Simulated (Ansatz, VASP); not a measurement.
# TiB4: VASP beside Ansatz

Contents of INCAR:

```
PREC = Accurate ; ENCUT = 600
EDIFF = 1E-6 ; ISMEAR = 0
SIGMA = 0.1 ; LREAL = False
LASPH = True ; NELM = 100
ALGO = Normal ; ISIF = 3
LWAVE = False ; LCHARG = False
GGA = PE ; IBRION = 2
NSW = 100 ; EDIFFG = -0.01
```

File KPOINTS:

```
regular mesh
0
Gamma
  12 12 8
```

The input POSCAR:

```
TiB4
1.0
    3.0384570859      0.0000000000      0.0000000000
   -1.5192285430      2.6313810247      0.0000000000
    0.0000000000      0.0000000000      5.0426338310
Ti B
1 4
Direct
    0.0000000000      0.0000000000      0.0000000000
    0.3333333333      0.6666666667      0.3096468470
    0.6666666667      0.3333333333      0.3096468470
    0.3333333333      0.6666666667      0.6903531530
    0.6666666667      0.3333333333      0.6903531530
```

Input for Ansatz:

```yaml
crystal:
  lattice:
    - [3.0384570859, 0.0, 0.0]
    - [-1.519228543, 2.6313810247, 0.0]
    - [0.0, 0.0, 5.042633831]
  atoms:
    - { symbol: Ti, position: [0.0, 0.0, 0.0] }
    - { symbol: B, position: [0.3333333333, 0.6666666667, 0.309646847] }
    - { symbol: B, position: [0.6666666667, 0.3333333333, 0.309646847] }
    - { symbol: B, position: [0.3333333333, 0.6666666667, 0.690353153] }
    - { symbol: B, position: [0.6666666667, 0.3333333333, 0.690353153] }
basis:
  ecutwfc: 420
kpoints:
  mp_grid: { grid: [12, 12, 8] }
hamiltonian:
  xc: pbe
scf:
  occupations: { method: gaussian, width: 0.1 }
output:
  forces: true
  stress: true
  eigenvalues: true
  write_density: true
  write_potential: true
  elf: true
  volumetric_format: npy
relax:
  adjacent_minimum: "off"
  f_tol: 0.01
  max_steps: 80
  cell: { stress_tol: 0.05 }
```

Alike in both runs: task relaxation of cell and atoms; functional PBE; k mesh 12 × 12 × 8; occupations gaussian, width 0.1 eV; no spin polarisation.

```csv
,VASP,Ansatz
version,VASP 6.6.1,Ansatz 0.2.0
potentials or method,"VASP PAW PBE potentials, release 64 (Ti_sv, B), cutoff 600 eV","scalar-relativistic, plane waves, PAW"
valence electrons in the cell,24,24
```

```tsv
	VASP	Ansatz	Ansatz less VASP
gap on the k mesh at the Fermi level, each at its own relaxed structure (eV)	none	none	-
relaxed volume (Å³/atom)	8.06	8.06	0.000
relaxed length of the cell vector where the two differ most in proportion (Å)	5.045	5.046	+0.0008
```

A gap of «none» marks a metal or a gap that the smearing closes.
